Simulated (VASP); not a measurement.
**EuS: electric field gradients with PBE**

Crystal: EuS.

```
CELL_PARAMETERS angstrom
0.00000 2.97850 2.97850
2.97850 0.00000 2.97850
2.97850 2.97850 0.00000
ATOMIC_POSITIONS crystal
Eu 0.00000 0.00000 0.00000
S 0.50000 0.50000 0.50000
```

- Program: VASP 6.6.1
- Task: electric field gradients
- Functional: PBE
- Potentials or basis: VASP PAW PBE potentials, release 64 (Eu, S)
- Cutoff: 520 eV
- k mesh: 12 × 12 × 12
- Occupations: fermi-dirac, width 0.03 eV
- Spin: collinear spin, ferromagnetic start
- Starting moments: [7.0, 0.0] μB
- Dipole correction: no
- Further INCAR settings: ALGO = Normal; EDIFF = 1e-08; NBANDS = 22

```
Pressure                                              : -2.8 GPa
Band gap on the k mesh                                : zero (filled and empty bands overlap)
Net moment                                            : 6.99 μB per cell
Site moments                                          : Eu +6.59; S -0.07 μB
Largest electric field gradient by atom               : zero within the noise of the run
Valence electrons inside the program's atomic spheres : Eu 14.75; S 3.75
```

Levels at points of the mesh, in eV from the Fermi level:
Spin up:
| k point | band 11 | band 12 | band 13 | band 14 | band 15 | band 16 | band 17 | band 18 | band 19 | band 20 |
| --- | --- | --- | --- | --- | --- | --- | --- | --- | --- | --- |
| (0.00, 0.00, 0.00) | -0.24 | -0.24 | 0.08 | 0.08 | 0.08 | 0.80 | 1.07 | 1.07 | 1.07 | 1.95 |
| (0.50, 0.00, 0.00) | -0.37 | -0.28 | -0.28 | -0.24 | -0.23 | 2.94 | 3.22 | 3.64 | 3.64 | 6.54 |
| (0.50, 0.50, 0.00) | -0.31 | -0.29 | -0.29 | -0.25 | -0.07 | -0.07 | 3.08 | 3.22 | 4.51 | 4.67 |
Spin down:
```tsv
k point	band 6	band 7	band 8	band 9	band 10	band 11
(0.00, 0.00, 0.00)	-2.62	-2.62	-2.62	1.43	1.85	1.85
(0.50, 0.00, 0.00)	-5.13	-3.74	-3.74	2.87	4.04	4.11
(0.50, 0.50, 0.00)	-3.75	-2.97	-2.97	-0.14	3.93	3.95
```

Run time: 83 s on 1 thread of Intel(R) Xeon(R) 6975P-C (Granite Rapids), on a shared host, peak memory 0.3 GiB.

Caveat: spin-orbit coupling is left out, which moves the levels of the heavy elements; a cell with one magnetic atom can't hold antiferromagnetic order, which such compounds often take; semilocal functionals describe open f shells poorly, which spoils levels, moments and volumes. With open d or f shells a metallic result of PBE can be an artefact of self-interaction; +U or a hybrid may open a gap.
